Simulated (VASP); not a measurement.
Wanted: the native input for a VASP 6.6.1 run.

| Item | Value |
| --- | --- |
| Task | single point |
| Functional | r2SCAN |
| Potentials or basis | VASP PAW PBE potentials, release 64 (Sb) |
| Cutoff | 520 eV |
| k mesh | 8 × 8 × 8 |
| Occupations | gaussian, width 0.05 eV |
| Spin | non-collinear spin, zero start, spin-orbit coupling |
| Starting moments | [[0.0, 0.0, 0.0], [0.0, 0.0, 0.0]] μB |
| Dipole correction | no |
| Further INCAR settings | ALGO = Normal; EDIFF = 1e-07; NBANDS = 22 |

Crystal: Sb.

```xyz
2
Lattice="2.1565 1.2451 3.7499 -2.1565 1.2451 3.7499 0.0000 -2.4901 3.7499" Properties=species:S:1:pos:R:3 pbc="T T T"
Sb    0.0000    0.0000    2.6282
Sb    0.0000    0.0000    8.6217
```

These files were run (other wordings do the same):

POSCAR

```
Sb
1.0
    2.1564921131      1.2450513020      3.7499488168
   -2.1564921131      1.2450513020      3.7499488168
    0.0000000000     -2.4901026040      3.7499488168
Sb
2
Direct
    0.2336185135      0.2336185135      0.2336185135
    0.7663814865      0.7663814865      0.7663814865
```

INCAR.step1

```
PREC = Accurate
ENCUT = 520
ISMEAR = 0
SIGMA = 0.05
LREAL = False
LASPH = True
NELM = 150
MAGMOM = 0 0 0 0 0 0
LSORBIT = True
GGA_COMPAT = False
NBANDS = 22
GGA = PE
ALGO = Normal
EDIFF = 1E-4
LWAVE = True
LCHARG = False
```

INCAR.step2

```
PREC = Accurate
ENCUT = 520
EDIFF = 1E-7
ISMEAR = 0
SIGMA = 0.05
LREAL = False
LASPH = True
NELM = 150
ALGO = Normal
ISIF = 2
LWAVE = False
LCHARG = False
MAGMOM = 0 0 0 0 0 0
LORBIT = 11
LSORBIT = True
GGA_COMPAT = False
LORBMOM = True
METAGGA = R2SCAN
LMIXTAU = True
NBANDS = 22
ISTART = 1
```

KPOINTS

```
Automatic mesh
0
Gamma
  8 8 8
```

Potentials or basis: VASP PAW PBE potentials, release 64 (Sb).

Run with:

```bash
$ cat potpaw_PBE.64/Sb/POTCAR > POTCAR
$ cp INCAR.step1 INCAR
$ mpirun -np 1 vasp_ncl > vasp.out
$ cp INCAR.step2 INCAR
$ mpirun -np 1 vasp_ncl > vasp.out
```

It gave:

```json
{
 "Pressure": "1.8 GPa",
 "Largest force": "0.035 eV/Å",
 "Net moment": "0.00 μB per cell",
 "Valence electrons inside the program's atomic spheres": "Sb 2.39"
}
```

Caveat: the PAW data sets were made with another functional, which shifts forces and pressure a little.

Wall time 31 min on 1 thread of Intel(R) Xeon(R) Platinum 8259CL CPU @ 2.50GHz (Skylake/Cascade Lake), on a shared host, peak memory 0.51 GiB.
